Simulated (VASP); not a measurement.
# Tl (Fm-3m) in VASP: a series of runs, part 2 of 2

VASP 6.6.1.

## Step 4: Relaxation of cell and atoms, PBEsol

Input file INCAR:

```
SYSTEM = Tl
PREC     = Accurate       ! precision mode
ENCUT    = 500            ! plane-wave cutoff, eV
EDIFF    = 1E-7           ! SCF threshold, eV
ISMEAR   = 0              ! smearing method
SIGMA    = 0.1            ! smearing width, eV
LREAL    = .FALSE.        ! projectors in reciprocal space
LASPH    = .TRUE.         ! aspherical terms in the spheres
NELM     = 120            ! most SCF steps
ALGO     = Normal         ! electronic algorithm
ISIF     = 3              ! what is computed and relaxed
LWAVE    = .FALSE.        ! write WAVECAR
LCHARG   = .FALSE.        ! write CHGCAR
GGA      = PS             ! functional
IBRION   = 2              ! ionic algorithm
NSW      = 100            ! ionic steps
EDIFFG   = -0.005         ! ionic threshold
GGA_COMPAT= .FALSE.      
NELMIN   = 4
```

Input file KPOINTS:

```
regular mesh
0
G
  14 14 14
  0 0 0
```

Input file POSCAR:

```
Tl
1.0
    0.0000000000      2.4582571735      2.4582571735
    2.4582571735      0.0000000000      2.4582571735
    2.4582571735      2.4582571735      0.0000000000
Tl
1
Direct
    0.0000000000      0.0000000000      0.0000000000
```

Potentials or basis: VASP PAW PBE potentials, release 64 (Tl_d).

Command:

```console
> cat potpaw_PBE.64/Tl_d/POTCAR > POTCAR
> mpirun -np 1 vasp_std > vasp.out
```

OUTCAR:

```text
SYSTEM = Tl
   PREC = Accurate
   ENCUT = 500
   EDIFF = 1E-7
   ISMEAR = 0
   LREAL = .FALSE.
   LASPH = .TRUE.
   NELM = 120
   ISIF = 3
   GGA = PS
   IBRION = 2
   NSW = 100
   EDIFFG = -0.005
   NELMIN = 4

 ion  position               nearest neighbor table
   1  0.000  0.000  0.000-

  LATTYP: Found a face centered cubic cell.
 ALAT       =     4.9165143470

  Lattice vectors:

 A1 = (   0.0000000000,   2.4582571735,   2.4582571735)
 A2 = (   2.4582571735,   0.0000000000,   2.4582571735)
 A3 = (   2.4582571735,   2.4582571735,   0.0000000000)

Analysis of symmetry for initial positions (statically):
=====================================================================
 Subroutine PRICEL returns:
 Original cell was already a primitive cell.

 Routine SETGRP: Setting up the symmetry group for a
 face centered cubic supercell.

 Subroutine GETGRP returns: Found 48 space group operations
 (whereof 48 operations were pure point group operations)
 out of a pool of 48 trial point group operations.

The static configuration has the point symmetry O_h .

Analysis of symmetry for dynamics (positions and initial velocities):
=====================================================================
 Subroutine PRICEL returns:
 Original cell was already a primitive cell.

[... 223 lines left out ...]
--------------------------------------- Ionic step        3  -------------------------------------------

 number of electron      13.0000000 magnetization

 Free energy of the ion-electron system (eV)
  ---------------------------------------------------
  ext. energy  EPLUGINS =         0.00000000
  ---------------------------------------------------
  free energy    TOTEN  =        -2.61684160 eV

  energy without entropy =       -2.61373208  energy(sigma->0) =       -2.61528684

 E-fermi :   6.4257     XC(G=0): -10.4129

 val. band max:        6.4138241927   @ k =  -0.2857   0.4286   0.2143
 cond. band min:       6.4492202137   @ k =  -0.3571   0.4286   0.2143
 fundamental gap:      0.0353960210
 Fermi energy:         6.4256863638

 k-point     1 :       0.0000    0.0000    0.0000
  band No.  band energies     occupation
      1      -5.0741      2.00000
      2      -5.0741      2.00000
      3      -5.0741      2.00000
      4      -4.7877      2.00000
      5      -4.7877      2.00000
      6      -3.6498      2.00000
      7      16.8368      0.00000
      8      16.8368      0.00000
      9      16.8368      0.00000
     10      17.4248      0.00000
[... 287 lines left out ...]
 k-point    24 :       0.2857    0.1429    0.0000
  band No.  band energies     occupation
      1      -5.1898      2.00000
      2      -4.9773      2.00000
      3      -4.9108      2.00000
      4      -4.8631      2.00000
      5      -4.6586      2.00000
      6      -1.9690      2.00000
      7      10.1486      0.00000
      8      13.7183      0.00000
      9      14.2902      0.00000
     10      16.6293      0.00000

 [... further k-points ...]

------------------------ aborting loop because EDIFF is reached ----------------------------------------

  FORCE on cell =-STRESS in cart. coord.  units (eV):
  Direction    XX          YY          ZZ          XY          YZ          ZX
  --------------------------------------------------------------------------------------
  -------------------------------------------------------------------------------------
  Total       -0.0015181     -0.0015181     -0.0015181     -0.0000000     -0.0000000      0.0000000
  in kB       -0.0858376     -0.0858376     -0.0858376     -0.0000000     -0.0000000      0.0000000
  external PRESSURE =      -0.0858376 kB  Pullay stress =       0.0000000 kB
[... 16 lines left out ...]
  FREE ENERGIE OF THE ION-ELECTRON SYSTEM (eV)
  ---------------------------------------------------
  free  energy   TOTEN  =        -2.6168415996 eV

  energy  without entropy=       -2.6137320758  energy(sigma->0) =       -2.61528684

 reached required accuracy - stopping structural energy minimisation
```

OSZICAR:

```text
N       E                     dE             d eps       ncg     rms          rms(c)
DAV:   1     0.437885962034E+02    0.43789E+02   -0.66988E+03  2256   0.109E+03
[... 20 lines left out ...]
       N       E                     dE             d eps       ncg     rms          rms(c)
DAV:   1    -0.262147871410E+01   -0.47461E-02   -0.84761E-02  2156   0.321E+00    0.389E-01
DAV:   2    -0.261738395911E+01    0.40948E-02   -0.87077E-03  2104   0.996E-01    0.125E-01
DAV:   3    -0.261685446440E+01    0.52949E-03   -0.19393E-03  2156   0.464E-01    0.961E-02
DAV:   4    -0.261684195280E+01    0.12512E-04   -0.51260E-05  2128   0.621E-02    0.391E-03
DAV:   5    -0.261684150433E+01    0.44847E-06   -0.64212E-06  2162   0.273E-02    0.458E-03
DAV:   6    -0.261684159963E+01   -0.95300E-07   -0.24337E-07  1720   0.555E-03
   3 F= -.26168416E+01 E0= -.26152868E+01  d E =-.703546E-02
```

CONTCAR:

```text
Tl
   1.00000000000000
    -0.0000000000000000    2.4197503007769834    2.4197503007769834
     2.4197503007769834   -0.0000000000000000    2.4197503007769834
     2.4197503007769834    2.4197503007769834    0.0000000000000000
  Tl
     1
Direct
     0.0000000000000000    0.0000000000000000    0.0000000000000000

  0.00000000E+00  0.00000000E+00  0.00000000E+00
```

It took 65 s on 1 thread of AMD EPYC 7R13 (Zen 3), shared host; peak memory 0.15 GiB.

What came out:

```yaml
Free_energy: -2.6168 eV
Relaxed_volume: 28.34 Å³/atom
Relaxed_cell: a = 3.422 Å, b = 3.422 Å, c = 3.422 Å, α = 60.00°, β = 60.00°, γ = 60.00°
Space_group_after_relaxing_to_0.1_Å: Fm-3m (No. 225)
Energy_gained_by_relaxing: 7.0 meV/atom
Ionic_steps: 3
Pressure_after_relaxing: 0.0 GPa
Band_gap_on_the_k_mesh: zero (an odd number of electrons rules out a gap without spin polarisation)
```

Step by step:
| step | energy change (eV) | largest force (eV/Å) | pressure (GPa) | volume (Å³) |
| --- | --- | --- | --- | --- |
| 1 | 0.0000 | 0.0000 | -1.55 | 29.71 |
| 2 | -0.0069 | 0.0000 | -0.21 | 28.49 |
| 3 | -0.0070 | 0.0000 | -0.01 | 28.34 |

Final structure:
```
CELL_PARAMETERS angstrom
0.00000 2.41975 2.41975
2.41975 0.00000 2.41975
2.41975 2.41975 0.00000
ATOMIC_POSITIONS crystal
Tl 0.00000 0.00000 0.00000
```

Levels at points of the mesh, in eV from the Fermi level:
| k point | band 2 | band 3 | band 4 | band 5 | band 6 | band 7 | band 8 | band 9 | band 10 |
| --- | --- | --- | --- | --- | --- | --- | --- | --- | --- |
| (0.00, 0.00, 0.00) | -11.50 | -11.50 | -11.21 | -11.21 | -10.08 | 10.41 | 10.41 | 10.41 | 11.00 |
| (0.50, 0.00, 0.00) | -11.49 | -11.49 | -10.96 | -10.96 | -5.27 | -2.93 | 8.32 | 8.32 | 10.41 |
| (0.50, 0.50, 0.00) | -11.77 | -10.98 | -10.89 | -10.89 | -3.53 | -1.83 | 4.11 | 4.11 | 7.58 |

Caveat: the PAW data sets were made with another functional, which shifts forces and pressure a little; spin-orbit coupling is left out, which moves the levels of the heavy elements.

## Step 5: Overview

```csv
task,cell,k mesh,gap on the mesh (eV),pressure (GPa)
single point,"a = 3.477 Å, angles 60.0°, 1 atom",6 × 6 × 6,none,-1.3
single point,"a = 3.422 Å, angles 60.0°, 1 atom",14 × 14 × 14,none,0.0
relaxation of cell and atoms,"relaxed from a = 3.477 Å, angles 60.0°, 1 atom",14 × 14 × 14,none,0.0
```

Alike in all rows: level PBEsol; potentials or basis VASP PAW PBE potentials, release 64 (Tl_d); no spin polarisation; cutoff (eV) 500; smearing gaussian 0.1 eV.

Caveats: some runs use coarse meshes; the PAW data sets were made with another functional, which shifts forces and pressure a little; spin-orbit coupling is left out, which moves the levels of the heavy elements.

Absolute energies hang on the potentials; compare differences alone.

The gap in the log of VASP goes by the Fermi energy; the results here count the filled bands.